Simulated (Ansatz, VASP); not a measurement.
Two plane-wave programs on Ga3N2

Contents of INCAR:

```
  ALGO = Normal
  EDIFF = 1E-7
  ENCUT = 520
  GGA = PE
  ISIF = 2
  ISMEAR = 0
  LASPH = True
  LCHARG = False
  LREAL = False
  LWAVE = False
  NBANDS = 32
  NELM = 100
  PREC = Accurate
  SIGMA = 0.1
```

The input KPOINTS:

```
k-points
0
Gamma
  4 4 4
```

Contents of POSCAR:

```
Ga3N2
1.0
    4.4626497000      0.0000000000      0.0000000000
    0.0000000000      4.4626497000      0.0000000000
    0.0000000000      0.0000000000      4.4626497000
Ga N
3 2
Direct
    0.0000000000      0.5000000000      0.5000000000
    0.5000000000      0.0000000000      0.5000000000
    0.5000000000      0.5000000000      0.0000000000
    0.0000000000      0.0000000000      0.0000000000
    0.5000000000      0.5000000000      0.5000000000
```

Input for Ansatz:

```yaml
crystal:
  lattice:
    - [4.4626497, 0.0, 0.0]
    - [0.0, 4.4626497, 0.0]
    - [0.0, 0.0, 4.4626497]
  atoms:
    - { symbol: Ga, position: [0.0, 0.5, 0.5] }
    - { symbol: Ga, position: [0.5, 0.0, 0.5] }
    - { symbol: Ga, position: [0.5, 0.5, 0.0] }
    - { symbol: "N", position: [0.0, 0.0, 0.0] }
    - { symbol: "N", position: [0.5, 0.5, 0.5] }
basis:
  ecutwfc: 420
kpoints:
  mp_grid: { grid: [4, 4, 4] }
hamiltonian:
  xc: pbe
scf:
  occupations: { method: gaussian, width: 0.1 }
  lower_state_search: "off"
output:
  forces: true
  stress: true
  eigenvalues: true
```

Alike in both runs: task single point; functional PBE; k mesh 4 × 4 × 4; occupations gaussian, width 0.1 eV; no spin polarisation.

|  | VASP | Ansatz |
| --- | --- | --- |
| version | VASP 6.6.1 | Ansatz 0.2.0 |
| potentials or method | VASP PAW PBE potentials, release 64 (Ga_d, N), cutoff 520 eV | scalar-relativistic, plane waves, PAW |
| valence electrons in the cell | 49 | 49 |

Ansatz gave:

```
gap on the k mesh at the Fermi level (eV) : none
pressure (GPa)                            : -9.2
```

Problem. Which values does VASP return?

Solution. gap on the k mesh at the Fermi level (eV): none; pressure (GPa): -9.0.

A gap of «none» marks a metal or a gap that the smearing closes.
